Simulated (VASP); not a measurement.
Wanted: the native input for a VASP 6.6.1 run.

```
Task                   : single point
Functional             : PBE
Potentials or basis    : VASP PAW PBE potentials, release 64 (Pb_d, S)
Cutoff                 : 520 eV
k mesh                 : 8 × 8 × 8
Occupations            : fermi-dirac, width 0.05 eV
Spin                   : no spin polarisation
Dipole correction      : no
Further INCAR settings : ALGO = Normal; EDIFF = 1e-06; NBANDS = 17
```

The structure of PbS (Galena) lies in POSCAR:

```
PbS
1.0
    0.0000000000      2.9458450378      2.9458450378
    2.9458450378      0.0000000000      2.9458450378
    2.9458450378      2.9458450378      0.0000000000
Pb S
1 1
Direct
    0.0000000000      0.0000000000      0.0000000000
    0.5000000000      0.5000000000      0.5000000000
```

The input as run:

INCAR

```
SYSTEM = PbS
ALGO     = Normal         ! electronic algorithm
EDIFF    = 1E-6           ! SCF threshold, eV
ENCUT    = 520            ! plane-wave cutoff, eV
GGA      = PE             ! functional
ISIF     = 2              ! what is computed and relaxed
ISMEAR   = -1             ! smearing method
LASPH    = .TRUE.         ! aspherical terms in the spheres
LCHARG   = .FALSE.        ! write CHGCAR
LREAL    = .FALSE.        ! projectors in reciprocal space
LWAVE    = .FALSE.        ! write WAVECAR
NBANDS   = 17             ! bands
NELM     = 60             ! most SCF steps
PREC     = Accurate       ! precision mode
SIGMA    = 0.05           ! smearing width, eV
```

KPOINTS

```
k-points
0
G
  8 8 8
  0 0 0
```

Potentials or basis: VASP PAW PBE potentials, release 64 (Pb_d, S).

Run with:

```bash
$ cat potpaw_PBE.64/Pb_d/POTCAR potpaw_PBE.64/S/POTCAR > POTCAR
$ mpirun -np 1 vasp_std > vasp.out
```

It gave:

```json
{"Pressure": "3.4 GPa", "Band gap on the k mesh": "0.29 eV, direct"}
```

Caveat: spin-orbit coupling is left out, which moves the levels of the heavy elements.

Run time: 12 s on 1 thread of Intel(R) Xeon(R) Platinum 8559C (Emerald Rapids) (shared host), peak memory 0.18 GiB.
